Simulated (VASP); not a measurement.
Wanted: the native input for a VASP 6.6.1 run.

| Quantity | Value |
| --- | --- |
| Task | single point |
| Functional | r2SCAN |
| Potentials or basis | VASP PAW PBE potentials, release 64 (B, P) |
| Cutoff | 520 eV |
| k mesh | 10 × 10 × 10 |
| Occupations | gaussian, width 0.05 eV |
| Spin | no spin polarisation |
| Dipole correction | no |
| Further INCAR settings | ALGO = Normal; EDIFF = 1e-07; NBANDS = 11 |

BP:

```
B P
1.0
     0.00000    2.17824    2.35976
     2.17824    0.00000    2.35976
     2.17824    2.17824    0.00000
B P
1 1
Direct
  0.00000 0.00000 0.00000
  0.75000 0.75000 0.75000
```

This cell differs from its parent crystal: strain -0.040 along x and y, +0.040 along z.

The input as run:

POSCAR

```
BP
1.0
    0.0000000000      2.1782400000      2.3597600000
    2.1782400000      0.0000000000      2.3597600000
    2.1782400000      2.1782400000      0.0000000000
B P
1 1
Direct
    0.0000000000      0.0000000000      0.0000000000
    0.7500000000      0.7500000000      0.7500000000
```

INCAR.step1

```
PREC     = Accurate       # precision mode
ENCUT    = 520            # plane-wave cutoff, eV
ISMEAR   = 0              # smearing method
SIGMA    = 0.05           # smearing width, eV
LREAL    = F              # projectors in reciprocal space
LASPH    = T              # aspherical terms in the spheres
NELM     = 60             # most SCF steps
NBANDS   = 11             # bands
GGA      = PE             # functional
ALGO     = Normal         # electronic algorithm
EDIFF    = 1E-4           # SCF threshold, eV
LWAVE    = T              # write WAVECAR
LCHARG   = F              # write CHGCAR
```

INCAR.step2

```
PREC     = Accurate       # precision mode
ENCUT    = 520            # plane-wave cutoff, eV
EDIFF    = 1E-7           # SCF threshold, eV
ISMEAR   = 0              # smearing method
SIGMA    = 0.05           # smearing width, eV
LREAL    = F              # projectors in reciprocal space
LASPH    = T              # aspherical terms in the spheres
NELM     = 60             # most SCF steps
ALGO     = Normal         # electronic algorithm
ISIF     = 2              # what is computed and relaxed
LWAVE    = F              # write WAVECAR
LCHARG   = F              # write CHGCAR
METAGGA  = R2SCAN         # meta-GGA
LMIXTAU  = T            
NBANDS   = 11             # bands
ISTART   = 1
```

KPOINTS

```
regular mesh
0
Gamma
  10 10 10
```

Potentials or basis: VASP PAW PBE potentials, release 64 (B, P).

Run with:

```console
$ cat potpaw_PBE.64/B/POTCAR potpaw_PBE.64/P/POTCAR > POTCAR
$ cp INCAR.step1 INCAR
$ mpirun -np 1 vasp_std > vasp.out
$ cp INCAR.step2 INCAR
$ mpirun -np 1 vasp_std > vasp.out
```

Results of the run:

```yaml
Pressure: 7.0 GPa
Band_gap_on_the_k_mesh: 0.74 eV (least direct gap 3.27 eV)
```

Caveat: the cell differs from its parent crystal (strain -0.040 along x and y, +0.040 along z); the stress differs along the axes, from -11 to 16 GPa; semilocal functionals underestimate gaps, and a narrow one can read as zero; the PAW data sets were made with another functional, which shifts forces and pressure a little.

It took 100 s on 1 thread of Intel Xeon 8259CL, with other jobs on the host, peak memory 0.15 GiB.
